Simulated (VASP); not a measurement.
**SiC (Moissanite): single point with BLYP+D3(BJ)**

Crystal: SiC (Moissanite).

```
Si C
1.0
     3.01321    0.00000    0.00000
    -1.50660    2.60951    0.00000
     0.00000    0.00000    4.94495
Si C
2 2
Direct
  0.66667 0.33333 0.50000
  0.33333 0.66667 0.00000
  0.66667 0.33333 0.88500
  0.33333 0.66667 0.38500
```

```json
{"Program": "VASP 6.6.1", "Task": "single point", "Functional": "BLYP", "Dispersion": "D3(BJ)", "Potentials or basis": "VASP PAW PBE potentials, release 64 (Si, C)", "Cutoff": "520 eV", "k mesh": "10 × 10 × 5", "Occupations": "fermi-dirac, width 0.05 eV", "Spin": "no spin polarisation"}
```

```json
{"Pressure": "13.6 GPa", "Largest force": "0.864 eV/Å", "Band gap on the k mesh": "2.74 eV, indirect (least direct gap 4.48 eV)", "Dispersion energy per atom": "-0.685 eV"}
```

Forces in eV/Å, atoms in the order of the input:
```
Si   0.000  0.000  0.864
Si   0.000  0.000  0.864
C    0.000  0.000 -0.864
C    0.000  0.000 -0.864
```

Stress tensor (GPa, compression positive):
```
15.72  0.00  0.00
 0.00 15.72  0.00
 0.00  0.00  9.30
```

Levels at points of the mesh, in eV from the valence-band top:
```
           k point  band 4  band 5  band 6  band 7  band 8  band 9  band 10  band 11  band 12  band 13
(0.00, 0.00, 0.00)   -1.58   -1.58   -0.28   -0.28    0.00    5.32     6.83     6.99     6.99     8.24
(0.50, 0.00, 0.00)   -6.62   -5.54   -3.62   -3.31   -1.50    2.98     4.51     7.39     7.64    10.39
```

It took 30 s on 1 thread of Intel(R) Xeon(R) Platinum 8488C (Sapphire Rapids), on a shared host, peak memory 0.17 GiB.

Caveat: the PAW data sets were made with another functional, which shifts forces and pressure a little. A k mesh can miss the band edges.
